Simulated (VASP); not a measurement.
Wanted: the native input for a VASP 6.6.1 run.

```
Task                   : single point
Functional             : PBE
Potentials or basis    : VASP PAW PBE potentials, release 64 (Os)
Cutoff                 : 520 eV
k mesh                 : 13 × 13 × 7
Occupations            : fermi-dirac, width 0.01 eV
Spin                   : no spin polarisation
Dipole correction      : no
Further INCAR settings : ALGO = Normal; EDIFF = 1e-07; NBANDS = 15
```

The structure of Os lies in POSCAR:

```
Os
1.0
    2.7559294133      0.0000000000      0.0000000000
   -1.3779647066      2.3867048830      0.0000000000
    0.0000000000      0.0000000000      4.3426533301
Os
2
Direct
    0.3333333333      0.6666666667      0.2500000000
    0.6666666667      0.3333333333      0.7500000000
```

These files were run (other wordings do the same):

INCAR

```
SYSTEM = Os
PREC = Accurate
ENCUT = 520
EDIFF = 1E-7
ISMEAR = -1
SIGMA = 0.01
LREAL = .False.
LASPH = .True.
NELM = 60
ALGO = Normal
ISIF = 2
LWAVE = .False.
LCHARG = .True.
GGA = PE
LELF = .True.
LVHAR = .True.
NBANDS = 15
```

KPOINTS

```
regular mesh
0
Gamma
  13 13 7
  0 0 0
```

Potentials or basis: VASP PAW PBE potentials, release 64 (Os).

Command:

```console
$ cat potpaw_PBE.64/Os/POTCAR > POTCAR
$ mpirun -np 1 vasp_std > vasp.out
```

Results of the run:

- Pressure: -0.4 GPa
- Band gap on the k mesh: zero (band 8 reaches 11.15 eV, above the bottom of band 9 at 7.46 eV)

Caveat: spin-orbit coupling is left out, which moves the levels of the heavy elements.

Run time: 13 s on 1 thread of Intel(R) Xeon(R) 6975P-C (Granite Rapids), on a shared host, peak memory 0.15 GiB.
